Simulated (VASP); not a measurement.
# Ca (I4/mmm) in VASP: a series of runs

Ca is run at these levels: PBE; tasks: single point.

Everything below comes from runs of VASP 6.6.1. Logs are shortened: lines on timing, memory, paths and dates and some standing lists are left out, and cuts for length are marked.

### Step 1. The cell of the first run

The structure is tetragonal, space group I4/mmm (No. 139). The conventional cell has a = 3.952 Å, b = 3.952 Å, c = 5.030 Å, α = 90.00°, β = 90.00°, γ = 90.00°. Within 4.9 Å of Ca (site symmetry 4/mmm) lie 12 Ca at 3.76 to 3.95 Å.

### Step 2. Single point, PBE (strain -0.1000 x Voigt [1, 0, 0, 0, 0, 0])

The input, INCAR:

```
SYSTEM = Ca
PREC     = Accurate       ! precision mode
ENCUT    = 520            ! plane-wave cutoff, eV
EDIFF    = 1E-6           ! SCF threshold, eV
ISMEAR   = 0              ! smearing method
SIGMA    = 0.15           ! smearing width, eV
LREAL    = .FALSE.        ! projectors in reciprocal space
LASPH    = .TRUE.         ! aspherical terms in the spheres
NELM     = 100            ! most SCF steps
ALGO     = Fast           ! electronic algorithm
ISIF     = 2              ! what is computed and relaxed
LWAVE    = .FALSE.        ! write WAVECAR
LCHARG   = .FALSE.        ! write CHGCAR
GGA      = PE             ! functional
NBANDS   = 11             ! bands
```

The input, KPOINTS:

```
regular mesh
0
G
  14 14 14
  0 0 0
```

The input, POSCAR:

```
Ca
1.0
    0.0000000000      2.7942000000      2.7942000000
    2.5147800000      0.0000000000      2.7942000000
    2.5147800000      2.7942000000      0.0000000000
Ca
1
Direct
    0.0000000000      0.0000000000      0.0000000000
```

Potentials or basis: VASP PAW PBE potentials, release 64 (Ca_sv).

On the command line:

```console
cat potpaw_PBE.64/Ca_sv/POTCAR > POTCAR
mpirun -np 1 vasp_std > vasp.out
```

OUTCAR:

```text
SYSTEM = Ca
   PREC = Accurate
   ENCUT = 520
   EDIFF = 1E-6
   ISMEAR = 0
   LREAL = .FALSE.
   LASPH = .TRUE.
   NELM = 100
   ISIF = 2
   GGA = PE

 ion  position               nearest neighbor table
   1  0.000  0.000  0.000-

  LATTYP: Found a body centered tetragonal cell.
 ALAT       =     3.9515955360
 C/A-ratio  =     1.2727922061

  Lattice vectors:

 A1 = (  -2.5147800000,   0.0000000000,  -2.7942000000)
 A2 = (  -2.5147800000,   0.0000000000,   2.7942000000)
 A3 = (   2.5147800000,   2.7942000000,   0.0000000000)

Analysis of symmetry for initial positions (statically):
=====================================================================
 Subroutine PRICEL returns:
 Original cell was already a primitive cell.

 Routine SETGRP: Setting up the symmetry group for a
 body centered tetragonal supercell.

 Subroutine GETGRP returns: Found 16 space group operations
 (whereof 16 operations were pure point group operations)
 out of a pool of 16 trial point group operations.

The static configuration has the point symmetry D_4h.

Analysis of symmetry for dynamics (positions and initial velocities):
=====================================================================
 Subroutine PRICEL returns:
 Original cell was already a primitive cell.

 Routine SETGRP: Setting up the symmetry group for a
 body centered tetragonal supercell.

 Subroutine GETGRP returns: Found 16 space group operations
 (whereof 16 operations were pure point group operations)
 out of a pool of 16 trial point group operations.

The dynamic configuration has the point symmetry D_4h.

 Subroutine INISYM returns: Found 16 space group operations
 (whereof 16 operations are pure point group operations),
 and found     1 'primitive' translations

----------------------------------------------------------------------------------------

                                     Primitive cell

  volume of cell :      39.2686

  direct lattice vectors                    reciprocal lattice vectors
     0.000000000  2.794200000  2.794200000    -0.198824549  0.178942094  0.178942094
     2.514780000  0.000000000  2.794200000     0.198824549 -0.178942094  0.178942094
     2.514780000  2.794200000  0.000000000     0.198824549  0.178942094 -0.178942094

  length of vectors
     3.951595536  3.759211631  3.759211631     0.321825648  0.321825648  0.321825648

  position of ions in fractional coordinates (direct lattice)
     0.000000000  0.000000000  0.000000000

  ion indices of the primitive-cell ions
   primitive index   ion index
                 1           1

----------------------------------------------------------------------------------------

 KPOINTS: regular mesh

Automatic generation of k-mesh.
 Grid dimensions read from file:
 generate k-points for:   14   14   14

 Generating k-lattice:

  Cartesian coordinates                     Fractional coordinates (reciprocal lattice)
    -0.014201754  0.012781578  0.012781578     0.071428571  0.000000000  0.000000000
     0.014201754 -0.012781578  0.012781578     0.000000000  0.071428571  0.000000000
     0.014201754  0.012781578 -0.012781578     0.000000000  0.000000000  0.071428571

  Length of vectors
     0.022987546  0.022987546  0.022987546

  Shift w.r.t. Gamma in fractional coordinates (k-lattice)
     0.000000000  0.000000000  0.000000000

 Subroutine IBZKPT returns following result:
 ===========================================

 Found    244 irreducible k-points:

 Following reciprocal coordinates:
            Coordinates               Weight
  0.000000  0.000000  0.000000      1.000000
  0.071429  0.000000  0.000000      8.000000
  0.142857  0.000000  0.000000      8.000000
  0.214286  0.000000  0.000000      8.000000
  0.285714 -0.000000 -0.000000      8.000000
  0.357143 -0.000000 -0.000000      8.000000
[... 16 lines left out ...]
  0.214286  0.142857 -0.000000     16.000000
  0.285714  0.142857 -0.000000     16.000000
 [... further k-points ...]
   k-points           NKPTS =    244   k-points in BZ     NKDIM =    244   number of bands    NBANDS=     11
   number of dos      NEDOS =    301   number of ions     NIONS =      1
   total plane-waves  NPLWV =  23520
   dimension x,y,z NGX =    30 NGY =   28 NGZ =   28
   dimension x,y,z NGXF=    60 NGYF=   56 NGZF=   56
   ions per type =               1
   NGX,Y,Z   is equivalent  to a cutoff of  12.62, 12.38, 12.38 a.u.
   NGXF,Y,Z  is equivalent  to a cutoff of  25.24, 24.77, 24.77 a.u.
 SYSTEM =  Ca
   PREC   = accura    normal or accurate (medium, high low for compatibility)
   ISTART =      0    job   : 0-new  1-cont  2-samecut
   ICHARG =      2    charge: 1-file 2-atom 10-const
   ISPIN  =      1    spin polarized calculation?
   LNONCOLLINEAR =      F non collinear calculations
   LSORBIT =      F    spin-orbit coupling
   LASPH  =      T    aspherical Exc in radial PAW
   ENCUT  =  520.0 eV  38.22 Ry    6.18 a.u.   7.35  6.99  6.99*2*pi/ulx,y,z
   NELM   =    100;   NELMIN=  2; NELMDL= -5     # of ELM steps
   EDIFF  = 0.1E-05   stopping-criterion for ELM
   LREAL  =      F    real-space projection
   EDIFFG = 0.1E-04   stopping-criterion for IOM
   NSW    =      0    number of steps for IOM
   IBRION =     -1    ionic relax: 0-MD 1-quasi-New 2-CG
   NFREE  =      0    steps in history (QN), initial steepest desc. (CG)
   ISIF   =      2    stress and relaxation
   ISYM   =      2    0-nonsym 1-usesym 2-fastsym
   POTIM  = 0.5000    time-step for ionic-motion
   TEBEG  =    0.0;   TEEND  =   0.0 temperature during run
   PSTRESS=    0.0 pullay stress
   NELECT =      10.0000    total number of electrons
   NUPDOWN=      -1.0000    fix difference up-down
   EMIN   =  10.00;   EMAX   =-10.00  energy-range for DOS
   EFERMI =   0.00;   METHOD = LEGACY
   ISMEAR =     0;   SIGMA  =   0.15  broadening in eV -4-tet -1-fermi 0-gaus
   EFERMI_NEDOS =   21; number of points for ismear=-14 and -15
   IALGO  =     68    algorithm
   IMIX   =      4    mixing-type and parameters
     AMIX     =   0.40;   BMIX     =  1.00
     AMIX_MAG =   1.60;   BMIX_MAG =  1.00
  volume/ion in A,a.u.               =      39.27       265.00
  Fermi-wavevector in a.u.,A,eV,Ry     =   1.037671  1.960915 14.650235  1.076762
  Thomas-Fermi vector in A             =   2.172120
   LORBIT       =      0    0 simple, 1 ext, 2 COOP (PROOUT), +10 PAW based schemes
   GGA     = PE    functional components
   LHFCALC =     F    Hartree Fock is set to
   AEXX    =    0.0000 exact exchange contribution
   IVDW    =     0    specifies the selected vdW correction
   LEPSILON=     F    determine dielectric tensor
   LRPA    =     F    only Hartree local field effects (RPA)
 non-spin polarized calculation
 RMM-DIIS sequential band-by-band and
 Gauss-broadening in eV      SIGMA  =   0.15
  energy-cutoff  :      520.00
  volume of cell :       39.27
 maximum number of plane-waves:      1082
 NGX is ok and might be reduce to    30
   NGX = 15   NGY = 13   NGZ = 13

 number of electron      10.0000001 magnetization

 Free energy of the ion-electron system (eV)
  ---------------------------------------------------
  ext. energy  EPLUGINS =         0.00000000
  ---------------------------------------------------
  free energy    TOTEN  =        -1.91998015 eV

  energy without entropy =       -1.90505187  energy(sigma->0) =       -1.91251601

 E-fermi :   2.2614     XC(G=0):  -7.9610

 val. band max:        2.2602236078   @ k =  -0.2857   0.3571   0.2143
 cond. band min:       2.2722323316   @ k =  -0.2143   0.4286   0.2857
 fundamental gap:      0.0120087238
 Fermi energy:         2.2614444694

 k-point     1 :       0.0000    0.0000    0.0000
  band No.  band energies     occupation
      1     -39.5970      2.00000
      2     -20.5062      2.00000
      3     -20.5062      2.00000
      4     -20.4950      2.00000
      5      -1.8973      2.00000
      6       4.5711      0.00000
      7       4.5711      0.00000
      8       5.0290      0.00000
      9       5.5062      0.00000
     10       6.0892      0.00000
     11      11.7962      0.00000

 k-point     2 :       0.0714    0.0000    0.0000
  band No.  band energies     occupation
      1     -39.5961      2.00000
      2     -20.5131      2.00000
      3     -20.5081      2.00000
      4     -20.4979      2.00000
      5      -1.8038      2.00000
      6       4.5206      0.00000
      7       4.6022      0.00000
      8       5.0123      0.00000
      9       5.4875      0.00000
     10       6.0479      0.00000
     11      11.9140      0.00000

 k-point     3 :       0.1429    0.0000    0.0000
  band No.  band energies     occupation
      1     -39.5934      2.00000
      2     -20.5373      2.00000
      3     -20.5134      2.00000
      4     -20.5010      2.00000
      5      -1.5288      2.00000
      6       4.3093      0.00000
      7       4.6538      0.00000
      8       5.0357      0.00000
      9       5.4849      0.00000
     10       5.9581      0.00000
     11      11.8544      0.00000

 k-point     4 :       0.2143    0.0000    0.0000
  band No.  band energies     occupation
      1     -39.5895      2.00000
      2     -20.5737      2.00000
      3     -20.5210      2.00000
      4     -20.5036      2.00000
      5      -1.0880      2.00000
      6       3.9455      0.00000
      7       4.6270      0.00000
      8       5.0952      0.00000
      9       5.6222      0.00000
     10       5.9106      0.00000
     11      10.7483      0.00000
[... 239 lines left out ...]
 k-point    22 :       0.1429    0.1429    0.0000
  band No.  band energies     occupation
      1     -39.5926      2.00000
      2     -20.5394      2.00000
      3     -20.5132      2.00000
      4     -20.5087      2.00000
      5      -1.4425      2.00000
      6       4.1741      0.00000
      7       4.8373      0.00000
      8       5.1229      0.00000
      9       5.1830      0.00000
     10       6.0573      0.00000
     11      12.4088      0.00000

 k-point    23 :       0.2143    0.1429   -0.0000
  band No.  band energies     occupation
      1     -39.5899      2.00000
      2     -20.5613      2.00000
      3     -20.5184      2.00000
      4     -20.5145      2.00000
      5      -1.1352      2.00000
      6       3.9698      0.00000
      7       4.7591      0.00000
      8       5.1034      0.00000
      9       5.2885      0.00000
     10       6.0900      0.00000
     11      11.8228      0.00000

 k-point    24 :       0.2857    0.1429   -0.0000
  band No.  band energies     occupation
      1     -39.5862      2.00000
      2     -20.5919      2.00000
      3     -20.5273      2.00000
      4     -20.5189      2.00000
      5      -0.6718      2.00000
      6       3.6971      0.00000
      7       4.4661      0.00000
      8       5.1928      0.00000
      9       5.5271      0.00000
     10       6.1825      0.00000
     11      10.6258      0.00000

 [... further k-points ...]
[... 5 lines left out ...]
  --------------------------------------------------------------------------------------
  -------------------------------------------------------------------------------------
  Total        0.4095829      0.3098551      0.3098551      0.0000000      0.0000000      0.0000000
  in kB       16.7111901     12.6422464     12.6422464      0.0000000      0.0000000      0.0000000
  external PRESSURE =      13.9985610 kB  Pullay stress =       0.0000000 kB

 VOLUME and BASIS-vectors are now :
 -----------------------------------------------------------------------------
  energy-cutoff  :      520.00
  volume of cell :       39.27
      direct lattice vectors                 reciprocal lattice vectors
     0.000000000  2.794200000  2.794200000    -0.198824549  0.178942094  0.178942094
     2.514780000  0.000000000  2.794200000     0.198824549 -0.178942094  0.178942094
     2.514780000  2.794200000  0.000000000     0.198824549  0.178942094 -0.178942094

 POSITION                                       TOTAL-FORCE (eV/Angst)
 -----------------------------------------------------------------------------------
      0.00000      0.00000      0.00000         0.000000      0.000000     -0.000000
 -----------------------------------------------------------------------------------
    total drift:                               -0.000000     -0.000000     -0.000000

  FREE ENERGIE OF THE ION-ELECTRON SYSTEM (eV)
  ---------------------------------------------------
  free  energy   TOTEN  =        -1.9199801497 eV

  energy  without entropy=       -1.9050518741  energy(sigma->0) =       -1.91251601
```

It took 91 s on 1 thread of AMD EPYC 9R45 (Zen 5), shared host; peak memory 0.2 GiB.

What came out:

```
Free energy            : -1.9200 eV
Pressure               : 1.4 GPa
Band gap on the k mesh : zero (band 5 reaches 2.41 eV, above the bottom of band 6 at 2.17 eV)
```

Levels at points of the mesh, in eV from the Fermi level:
```csv
k point,band 2,band 3,band 4,band 5,band 6,band 7,band 8,band 9
"(0.00, 0.00, 0.00)",-22.77,-22.77,-22.76,-4.16,2.31,2.31,2.77,3.24
"(0.50, 0.00, 0.00)",-22.95,-22.81,-22.77,-1.01,-0.09,1.99,2.64,4.18
"(0.50, 0.50, 0.00)",-22.94,-22.83,-22.80,-0.64,0.67,0.75,4.24,4.32
"(0.00, 0.50, 0.50)",-22.93,-22.85,-22.85,-0.36,0.35,1.91,4.32,4.54
```

Caveat: the cell differs from its parent crystal (strain -0.1000 x Voigt [1, 0, 0, 0, 0, 0]).

[end of part 1 of 2]
